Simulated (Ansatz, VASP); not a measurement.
Two plane-wave programs on Si

POSCAR

```
Si
1.0
   -1.6588457136     -1.6588457136      1.2763369320
   -1.6588457136      1.6588457136      1.2763369320
   -3.3176914272      0.0000000000     -2.5526738641
Si
2
Direct
    0.5106251400      0.5106251400      0.5033752426
   -0.0106251400     -0.0106251400     -0.0033752426
```

File INCAR.step1:

```
PREC = Accurate ; ENCUT = 520
ISMEAR = 0 ; SIGMA = 0.15
LREAL = F ; LASPH = T
NELM = 100 ; NBANDS = 11
GGA = PE ; ALGO = Normal
EDIFF = 1E-4 ; LWAVE = T
LCHARG = F
```

File INCAR.step2:

```
PREC = Accurate ; ENCUT = 520
EDIFF = 1E-6 ; ISMEAR = 0
SIGMA = 0.15 ; LREAL = F
LASPH = T ; NELM = 100
ALGO = Normal ; ISIF = 2
LWAVE = F ; LCHARG = T
METAGGA = R2SCAN ; LMIXTAU = T
LELF = T ; LVHAR = T
NBANDS = 11 ; ISTART = 1
```

The input KPOINTS:

```
regular mesh
0
Gamma
  24 24 16
```

Input for Ansatz:

```yaml
crystal:
  lattice:
    - [-1.6588457136, -1.6588457136, 1.276336932]
    - [-1.6588457136, 1.6588457136, 1.276336932]
    - [-3.3176914272, 0.0, -2.5526738641]
  atoms:
    - { symbol: Si, position: [0.51062514, 0.51062514, 0.5033752426] }
    - { symbol: Si, position: [-0.01062514, -0.01062514, -0.0033752426] }
basis:
  ecutwfc: 500
kpoints:
  mp_grid: { grid: [24, 24, 16] }
hamiltonian:
  xc: r2scan
scf:
  occupations: { method: gaussian, width: 0.15 }
output:
  forces: true
  stress: true
  eigenvalues: true
```

Change from the starting cell: mode 4 (82.2 1/cm) frozen in, largest displacement +0.050 Å.

Alike in both runs: task single point; functional r2SCAN; k mesh 24 × 24 × 16; occupations gaussian, width 0.15 eV; no spin polarisation.

```csv
,VASP,Ansatz
version,VASP 6.6.1,Ansatz 0.2.0
potentials or method,"VASP PAW PBE potentials, release 64 (Si), cutoff 520 eV","scalar-relativistic, plane waves, PAW"
valence electrons in the cell,8,8
```

```tsv
	VASP	Ansatz	Ansatz less VASP
gap on the k mesh at the Fermi level (eV)	none	none	-
pressure (GPa)	0.2	0.2	-0.02
traceless stress, the component that is largest in VASP (GPa)	0.47	0.53	+0.058
rms of the force components (eV/Å)	0.018	0.019	+0.0006
```

VASP's potentials were made for PBE, not for r2SCAN. Atom by atom the forces differ by 0.001 eV/Å (rms over components). A gap of «none» marks a metal or a gap that the smearing closes.
